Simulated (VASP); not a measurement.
Here is a VASP 6.6.1 calculation.

INCAR

```
SYSTEM = O
PREC     = Accurate       ! precision mode
ENCUT    = 520            ! plane-wave cutoff, eV
EDIFF    = 1E-6           ! SCF threshold, eV
ISMEAR   = 0              ! smearing method
SIGMA    = 0.05           ! smearing width, eV
LREAL    = .False.        ! projectors in reciprocal space
LASPH    = .True.         ! aspherical terms in the spheres
NELM     = 100            ! most SCF steps
ALGO     = Normal         ! electronic algorithm
ISIF     = 2              ! what is computed and relaxed
LWAVE    = .False.        ! write WAVECAR
LCHARG   = .False.        ! write CHGCAR
GGA      = PS             ! functional
NBANDS   = 20             ! bands
```

KPOINTS

```
Automatic mesh
0
Gamma
  6 6 6
  0 0 0
```

File POSCAR:

```
O
1.0
    3.8922577200      0.0000000000      0.0000000000
    0.0000000000      3.7894570000      0.0000000000
   -0.9966562300      0.0000000000      2.8943463962
O
4
Direct
    0.3329660000      0.6941230000      0.6812950000
    0.6670340000      0.6941230000      0.8187050000
    0.6670340000      0.3058770000      0.3187050000
    0.3329660000      0.3058770000      0.1812950000
```

Potentials or basis: VASP PAW PBE potentials, release 64 (O).

Run with:

```sh
$ cat potpaw_PBE.64/O/POTCAR > POTCAR
$ mpirun -np 1 vasp_std > vasp.out
```

What does it give for the pressure?

0.0 GPa.

Estimate the band gap on the k mesh.

0.54 eV, indirect (least direct gap 0.72 eV).

Estimate the largest force.

0.491 eV/Å.

Forces in eV/Å, atoms in the order of the input:
```
O    0.433 -0.202  0.112
O   -0.433 -0.202 -0.112
O   -0.433  0.202 -0.112
O    0.433  0.202  0.112
```

Caveat: the standard files for N, O and F lose accuracy on very short bonds; spin is off for a triplet molecule; the PAW data sets were made with another functional, which shifts forces and pressure a little. A k mesh can miss the band edges.
